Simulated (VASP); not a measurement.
Input of a VASP 6.6.1 run:

INCAR

```
SYSTEM = LuScN2
  PREC = Accurate
  ENCUT = 520
  EDIFF = 1E-6
  ISMEAR = -1
  SIGMA = 0.02
  LREAL = .False.
  LASPH = .True.
  NELM = 100
  ALGO = Normal
  ISIF = 2
  LWAVE = .False.
  LCHARG = .False.
  GGA = PE
  NBANDS = 31
```

The input KPOINTS:

```
Automatic mesh
0
Gamma
  6 6 4
  0 0 0
```

The input POSCAR:

```
LuScN2
1.0
    3.3187745700      0.0000000000      0.0000000000
    0.0000000000      3.3187745700      0.0000000000
    0.0000000000      0.0000000000      4.6816764644
Sc N Lu
1 2 1
Direct
    0.0000000000      0.0000000000      0.0000000000
    0.0000000000      0.0000000000      0.5000000000
    0.5000000000      0.5000000000      0.0000000000
    0.5000000000      0.5000000000      0.5000000000
```

Potentials or basis: VASP PAW PBE potentials, release 64 (Sc_sv, N, Lu).

The run is started by

```bash
$ cat potpaw_PBE.64/Sc_sv/POTCAR potpaw_PBE.64/N/POTCAR potpaw_PBE.64/Lu/POTCAR > POTCAR
$ mpirun -np 1 vasp_std > vasp.out
```

**Question.** Predict the pressure.

**Answer.** -4.3 GPa.

**Question.** Predict the band gap on the k mesh.

**Answer.** Zero (bands 23 and 24 overlap by 0.08 eV).

Caveat: the cell stands under tension; spin-orbit coupling is left out, which moves the levels of the heavy elements.
